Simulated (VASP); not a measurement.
Runs of VASP 6.6.1 on Si. The structure is that of space group Fd-3m (No. 227), or close to it. The cells are those of the table. 

```tsv
cell	gap on the mesh (eV)	pressure (GPa)
a = 4.158 Å, angles 60.0°, 2 atoms	0.99	-13.6
a = 4.004 Å, angles 60.0°, 2 atoms	0.98	-9.0
a = 3.619, b = 3.619, c = 3.542 Å, angles 60.7, 60.7, 58.6°, 2 atoms	(b)	30.3
a = 3.542 Å, angles 60.0°, 2 atoms	0.33	(d)
a = 3.773, b = 3.773, c = 3.696 Å, angles 60.7, 60.7, 58.6°, 2 atoms	(c)	9.1
a = 3.696 Å, angles 60.0°, 2 atoms	(a)	15.0
```

Alike in all rows: task single point; level r2SCAN; potentials or basis VASP PAW PBE potentials, release 64 (Si); no spin polarisation; k mesh 8 × 8 × 8; cutoff (eV) 520; smearing gaussian 0.05 eV.

Question: Estimate the missing entries.

Answer: (a) 0.61; (b) 0.17; (c) 0.45; (d) 40.0.

Caveats: the PAW data sets were made with another functional, which shifts forces and pressure a little; the cell stands under pressure (at least some runs); the cell stands under tension (at least some runs).

A k mesh can miss the band edges.
